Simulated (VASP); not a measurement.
# BAs in VASP: single point with PBEsol

Aim: the single point of BAs with PBEsol.

Program: VASP 6.6.1. These are calculated values, not measurements. Logs are shortened: lines on timing, memory, paths and dates and some standing lists are left out, and cuts for length are marked.

## Step 1: The cell of the first run

The cell holds a wire or tube with vacuum around it, 14 atoms: a = 15.700 Å, b = 15.300 Å, c = 3.371 Å, α = 90.00°, β = 90.00°, γ = 90.00°.

## Step 2: Single point, PBEsol, collinear spin

INCAR

```
ALGO = Normal
EDIFF = 1E-6
ENCUT = 520
GGA = PS
ISIF = 2
ISMEAR = 0
ISPIN = 2
LASPH = T
LCHARG = F
LORBIT = 11
LREAL = F
LWAVE = F
MAGMOM = 0.3 0.3 0.3 0.3 0.3 0.3 0.3 0.3 0.3 0.3 0.3 0.3 0.3 0.3
NBANDS = 45
NELM = 150
PREC = Accurate
SIGMA = 0.05
```

KPOINTS

```
k-points
0
Gamma
  1 1 10
```

POSCAR

```
BAs
1.0
   15.7000000000      0.0000000000      0.0000000000
    0.0000000000     15.3000000000      0.0000000000
    0.0000000000      0.0000000000      3.3713973113
B As
7 7
Direct
    0.5000000000      0.4610467663      0.0000000000
    0.3926306589      0.6168597010      0.5000000000
    0.3926306589      0.3052338316      0.5000000000
    0.6073693411      0.6168597010      0.5000000000
    0.6073693411      0.3052338316      0.5000000000
    0.2852613178      0.4610467663      0.0000000000
    0.7147386822      0.4610467663      0.0000000000
    0.5000000000      0.5389532337      0.5000000000
    0.6073693411      0.6947661684      0.0000000000
    0.6073693411      0.3831402990      0.0000000000
    0.3926306589      0.6947661684      0.0000000000
    0.3926306589      0.3831402990      0.0000000000
    0.2852613178      0.5389532337      0.5000000000
    0.7147386822      0.5389532337      0.5000000000
```

Potentials or basis: VASP PAW PBE potentials, release 64 (B, As).

On the command line:

```console
$ cat potpaw_PBE.64/B/POTCAR potpaw_PBE.64/As/POTCAR > POTCAR
$ mpirun -np 1 vasp_std > vasp.out
```

OUTCAR:

```text
EDIFF = 1E-6
   ENCUT = 520
   GGA = PS
   ISIF = 2
   ISMEAR = 0
   ISPIN = 2
   LASPH = T
   LORBIT = 11
   LREAL = F
   NELM = 150
   PREC = Accurate

 ion  position               nearest neighbor table
   1  0.500  0.461  0.000-  10 2.06  12 2.06   8 2.06   8 2.06
   2  0.393  0.617  0.500-   8 2.06  13 2.06  11 2.06  11 2.06
   3  0.393  0.305  0.500-  12 2.06  12 2.06
   4  0.607  0.617  0.500-   8 2.06  14 2.06   9 2.06   9 2.06
   5  0.607  0.305  0.500-  10 2.06  10 2.06
   6  0.285  0.461  0.000-  12 2.06  13 2.06  13 2.06
   7  0.715  0.461  0.000-  10 2.06  14 2.06  14 2.06
   8  0.500  0.539  0.500-   2 2.06   4 2.06   1 2.06   1 2.06
   9  0.607  0.695  0.000-   4 2.06   4 2.06
  10  0.607  0.383  0.000-   1 2.06   7 2.06   5 2.06   5 2.06
  11  0.393  0.695  0.000-   2 2.06   2 2.06
  12  0.393  0.383  0.000-   1 2.06   6 2.06   3 2.06   3 2.06
  13  0.285  0.539  0.500-   2 2.06   6 2.06   6 2.06
  14  0.715  0.539  0.500-   4 2.06   7 2.06   7 2.06

  LATTYP: Found a simple orthorhombic cell.
 ALAT       =     3.3713973113
 B/A-ratio  =     4.5381776715
 C/A-ratio  =     4.6568228394

  Lattice vectors:

 A1 = (   0.0000000000,   0.0000000000,  -3.3713973113)
 A2 = (   0.0000000000,  15.3000000000,   0.0000000000)
 A3 = (  15.7000000000,   0.0000000000,   0.0000000000)

Analysis of symmetry for initial positions (statically):
=====================================================================
 Subroutine PRICEL returns:
 Original cell was already a primitive cell.

 Routine SETGRP: Setting up the symmetry group for a
 simple orthorhombic supercell.

 Subroutine GETGRP returns: Found  4 space group operations
 (whereof  4 operations were pure point group operations)
 out of a pool of  8 trial point group operations.

The static configuration has the point symmetry C_2v.

Analysis of symmetry for dynamics (positions and initial velocities):
=====================================================================
 Subroutine PRICEL returns:
 Original cell was already a primitive cell.

 Routine SETGRP: Setting up the symmetry group for a
 simple orthorhombic supercell.

 Subroutine GETGRP returns: Found  4 space group operations
 (whereof  4 operations were pure point group operations)
 out of a pool of  8 trial point group operations.

The dynamic configuration has the point symmetry C_2v.

Analysis of structural, dynamic, and magnetic symmetry:
=====================================================================
 Subroutine PRICEL returns:
 Original cell was already a primitive cell.

 Routine SETGRP: Setting up the symmetry group for a
 simple orthorhombic supercell.

 Subroutine GETGRP returns: Found  4 space group operations
 (whereof  4 operations were pure point group operations)
 out of a pool of  8 trial point group operations.

The overall configuration has the point symmetry C_2v.

 Subroutine INISYM returns: Found  4 space group operations
 (whereof  4 operations are pure point group operations),
 and found     1 'primitive' translations

----------------------------------------------------------------------------------------

                                     Primitive cell

  volume of cell :     809.8433

  direct lattice vectors                    reciprocal lattice vectors
    15.700000000  0.000000000  0.000000000     0.063694268  0.000000000  0.000000000
     0.000000000 15.300000000  0.000000000     0.000000000  0.065359477  0.000000000
     0.000000000  0.000000000  3.371397311     0.000000000  0.000000000  0.296612920

  length of vectors
    15.700000000 15.300000000  3.371397311     0.063694268  0.065359477  0.296612920

  position of ions in fractional coordinates (direct lattice)
     0.500000000  0.461046766  0.000000000
     0.392630659  0.616859701  0.500000000
     0.392630659  0.305233832  0.500000000
     0.607369341  0.616859701  0.500000000
     0.607369341  0.305233832  0.500000000
     0.285261318  0.461046766  0.000000000
     0.714738682  0.461046766  0.000000000
     0.500000000  0.538953234  0.500000000
     0.607369341  0.694766168  0.000000000
     0.607369341  0.383140299  0.000000000
     0.392630659  0.694766168  0.000000000
     0.392630659  0.383140299  0.000000000
     0.285261318  0.538953234  0.500000000
     0.714738682  0.538953234  0.500000000

  ion indices of the primitive-cell ions
   primitive index   ion index
                 1           1
                 2           2
                 3           3
                 4           4
                 5           5
[... 26 lines left out ...]
     0.063694268  0.065359477  0.029661292

  Shift w.r.t. Gamma in fractional coordinates (k-lattice)
     0.000000000  0.000000000  0.000000000

 Subroutine IBZKPT returns following result:
 ===========================================

 Found      6 irreducible k-points:

 Following reciprocal coordinates:
            Coordinates               Weight
  0.000000  0.000000  0.000000      1.000000
  0.000000  0.000000  0.100000      2.000000
  0.000000  0.000000  0.200000      2.000000
  0.000000  0.000000  0.300000      2.000000
  0.000000  0.000000  0.400000      2.000000
  0.000000  0.000000  0.500000      1.000000
   k-points           NKPTS =      6   k-points in BZ     NKDIM =      6   number of bands    NBANDS=     45
   number of dos      NEDOS =    301   number of ions     NIONS =     14
   total plane-waves  NPLWV = 403200
   dimension x,y,z NGX =   120 NGY =  120 NGZ =   28
   dimension x,y,z NGXF=   240 NGYF=  240 NGZF=   56
   ions per type =               7   7
   NGX,Y,Z   is equivalent  to a cutoff of  12.71, 13.04, 13.81 a.u.
   NGXF,Y,Z  is equivalent  to a cutoff of  25.41, 26.08, 27.61 a.u.
 SYSTEM =  unknown system
   PREC   = accura    normal or accurate (medium, high low for compatibility)
   ISTART =      0    job   : 0-new  1-cont  2-samecut
   ICHARG =      2    charge: 1-file 2-atom 10-const
   ISPIN  =      2    spin polarized calculation?
   LNONCOLLINEAR =      F non collinear calculations
   LSORBIT =      F    spin-orbit coupling
   LASPH  =      T    aspherical Exc in radial PAW
   ENCUT  =  520.0 eV  38.22 Ry    6.18 a.u.  29.19 28.45  6.27*2*pi/ulx,y,z
   NELM   =    150;   NELMIN=  2; NELMDL= -5     # of ELM steps
   EDIFF  = 0.1E-05   stopping-criterion for ELM
   LREAL  =      F    real-space projection
[... 7 lines left out ...]
   TEBEG  =    0.0;   TEEND  =   0.0 temperature during run
   PSTRESS=    0.0 pullay stress
   NELECT =      56.0000    total number of electrons
   NUPDOWN=      -1.0000    fix difference up-down
   EMIN   =  10.00;   EMAX   =-10.00  energy-range for DOS
   EFERMI =   0.00;   METHOD = LEGACY
   ISMEAR =     0;   SIGMA  =   0.05  broadening in eV -4-tet -1-fermi 0-gaus
   EFERMI_NEDOS =   21; number of points for ismear=-14 and -15
   IALGO  =     38    algorithm
   IMIX   =      4    mixing-type and parameters
     AMIX     =   0.40;   BMIX     =  1.00
     AMIX_MAG =   1.60;   BMIX_MAG =  1.00
  volume/ion in A,a.u.               =      57.85       390.36
  Fermi-wavevector in a.u.,A,eV,Ry     =   0.671950  1.269802  6.143265  0.451517
  Thomas-Fermi vector in A             =   1.747924
   LORBIT       =     11    0 simple, 1 ext, 2 COOP (PROOUT), +10 PAW based schemes
   GGA     = PS    functional components
   LHFCALC =     F    Hartree Fock is set to
   AEXX    =    0.0000 exact exchange contribution
   IVDW    =     0    specifies the selected vdW correction
   LEPSILON=     F    determine dielectric tensor
   LRPA    =     F    only Hartree local field effects (RPA)
 spin polarized calculation
 Gauss-broadening in eV      SIGMA  =   0.05
  energy-cutoff  :      520.00
  volume of cell :      809.84
 maximum number of plane-waves:     21848
 NGX is ok and might be reduce to   120
   NGX = 59   NGY = 57   NGZ = 13

 number of electron      56.0000002 magnetization       2.0000399

 Free energy of the ion-electron system (eV)
  ---------------------------------------------------
  ext. energy  EPLUGINS =         0.00000000
  ---------------------------------------------------
  free energy    TOTEN  =       -71.09018214 eV

  energy without entropy =      -71.08084564  energy(sigma->0) =      -71.08551389

 E-fermi :  -2.6842     XC(G=0):  -3.6301

 val. band max:       -2.7122117838   @ k =   0.0000   0.0000   0.2000
 cond. band min:      -2.6716518219   @ k =   0.0000   0.0000   0.4000
 fundamental gap:      0.0405599619
 Fermi energy:        -2.6841793256

 spin component 1

 k-point     1 :       0.0000    0.0000    0.0000
  band No.  band energies     occupation
      1     -17.0195      1.00000
      2     -16.0626      1.00000
      3     -15.5272      1.00000
      4     -14.8147      1.00000
      5     -14.6606      1.00000
      6     -13.4634      1.00000
[... 247 lines left out ...]
     39       1.8305      0.00000
     40       1.8971      0.00000
 Fermi energy:        -2.6841793256

 spin component 2

 k-point     1 :       0.0000    0.0000    0.0000
  band No.  band energies     occupation
      1     -16.9462      1.00000
      2     -15.9660      1.00000
      3     -15.4742      1.00000
      4     -14.7674      1.00000
      5     -14.6562      1.00000
      6     -13.4579      1.00000
[... 247 lines left out ...]
     39       1.9919      0.00000
     40       2.0701      0.00000
 [bands above 40 left out]

------------------------ aborting loop because EDIFF is reached ----------------------------------------

  FORCE on cell =-STRESS in cart. coord.  units (eV):
  Direction    XX          YY          ZZ          XY          YZ          ZX
  --------------------------------------------------------------------------------------
  -------------------------------------------------------------------------------------
  Total       -3.8992231     -2.9408531     -5.5525473      0.0000000      0.0000000      0.0000000
  in kB       -7.7141424     -5.8181229    -10.9850448      0.0000000      0.0000000      0.0000000
  external PRESSURE =      -8.1724367 kB  Pullay stress =       0.0000000 kB

 VOLUME and BASIS-vectors are now :
 -----------------------------------------------------------------------------
  energy-cutoff  :      520.00
  volume of cell :      809.84
      direct lattice vectors                 reciprocal lattice vectors
    15.700000000  0.000000000  0.000000000     0.063694268  0.000000000  0.000000000
     0.000000000 15.300000000  0.000000000     0.000000000  0.065359477  0.000000000
     0.000000000  0.000000000  3.371397311     0.000000000  0.000000000  0.296612920

 POSITION                                       TOTAL-FORCE (eV/Angst)
 -----------------------------------------------------------------------------------
      7.85000      7.05402      0.00000         0.000000      0.696950      0.000000
      6.16430      9.43795      1.68570         0.599155      0.149024      0.000000
      6.16430      4.67008      1.68570         0.301141      1.223914      0.000000
      9.53570      9.43795      1.68570        -0.599155      0.149024      0.000000
      9.53570      4.67008      1.68570        -0.301141      1.223914      0.000000
      4.47860      7.05402      0.00000         1.241757      1.976540      0.000000
     11.22140      7.05402      0.00000        -1.241757      1.976540      0.000000
      7.85000      8.24598      1.68570         0.000000     -0.351467      0.000000
      9.53570     10.62992      0.00000        -0.796543      0.172883      0.000000
      9.53570      5.86205      0.00000         0.431871     -2.143468      0.000000
      6.16430     10.62992      0.00000         0.796543      0.172883      0.000000
      6.16430      5.86205      0.00000        -0.431871     -2.143468      0.000000
      4.47860      8.24598      1.68570        -1.298799     -1.551635      0.000000
     11.22140      8.24598      1.68570         1.298799     -1.551635      0.000000
 -----------------------------------------------------------------------------------
    total drift:                                0.000000      0.000122     -0.000000

  FREE ENERGIE OF THE ION-ELECTRON SYSTEM (eV)
  ---------------------------------------------------
  free  energy   TOTEN  =       -71.0901821435 eV

  energy  without entropy=      -71.0808456378  energy(sigma->0) =      -71.08551389

 total charge

# of ion       s       p       d       tot
------------------------------------------
    1        0.682   1.139   0.000   1.821
    2        0.679   1.124   0.000   1.803
    3        0.736   0.835   0.000   1.571
    4        0.679   1.124   0.000   1.803
    5        0.736   0.835   0.000   1.571
    6        0.697   0.977   0.000   1.674
    7        0.697   0.977   0.000   1.674
    8        1.202   1.612   0.095   2.909
    9        1.273   1.426   0.042   2.742
   10        1.190   1.606   0.097   2.893
   11        1.273   1.426   0.042   2.742
   12        1.190   1.606   0.097   2.893
   13        1.219   1.555   0.062   2.836
   14        1.219   1.555   0.062   2.836
--------------------------------------------------
tot         13.472  17.798   0.498  31.768

 magnetization (x)

# of ion       s       p       d       tot
------------------------------------------
    1        0.013   0.041   0.000   0.055
    2        0.001  -0.010   0.000  -0.009
    3        0.107   0.297   0.000   0.403
    4        0.001  -0.010   0.000  -0.009
    5        0.107   0.297   0.000   0.403
    6        0.023   0.072   0.000   0.094
    7        0.023   0.072   0.000   0.094
    8       -0.002  -0.025  -0.000  -0.028
    9       -0.001  -0.030  -0.000  -0.031
   10        0.001   0.009   0.016   0.025
   11       -0.001  -0.030  -0.000  -0.031
   12        0.001   0.009   0.016   0.025
   13       -0.001  -0.040   0.002  -0.039
   14       -0.001  -0.040   0.002  -0.039
--------------------------------------------------
tot          0.270   0.610   0.035   0.915
```

Run time: 16 min. Hardware: 1 thread of Intel Xeon 6975P-C (Granite Rapids), shared host; peak memory 1.2 GiB.

What came out:

```yaml
Free_energy: -71.0902 eV
Largest_force: 2.334 eV/Å
Band_gap_on_the_k_mesh: zero (filled and empty bands overlap)
Net_moment: 2.00 μB per cell
Site_moments: B +0.06, -0.01, +0.40, +0.09 (each value once); As -0.03, +0.03, -0.04 (each value once) μB
Valence_electrons_inside_the_program's_atomic_spheres: B 1.82, 1.80, 1.57, 1.67 (each value once); As 2.91, 2.74, 2.89, 2.84 (each value once)
```

Forces on the atoms (eV/Å):
```
B    0.000  0.697  0.000
B    0.599  0.149  0.000
B    0.301  1.224  0.000
B   -0.599  0.149  0.000
B   -0.301  1.224  0.000
B    1.242  1.977  0.000
B   -1.242  1.977  0.000
As   0.000 -0.351  0.000
As  -0.797  0.173  0.000
As   0.432 -2.143  0.000
As   0.797  0.173  0.000
As  -0.432 -2.143  0.000
As  -1.299 -1.552  0.000
As   1.299 -1.552  0.000
```

Caveat: the PAW data sets were made with another functional, which shifts forces and pressure a little.

The gap in the log of VASP goes by the Fermi energy; the results here count the filled bands.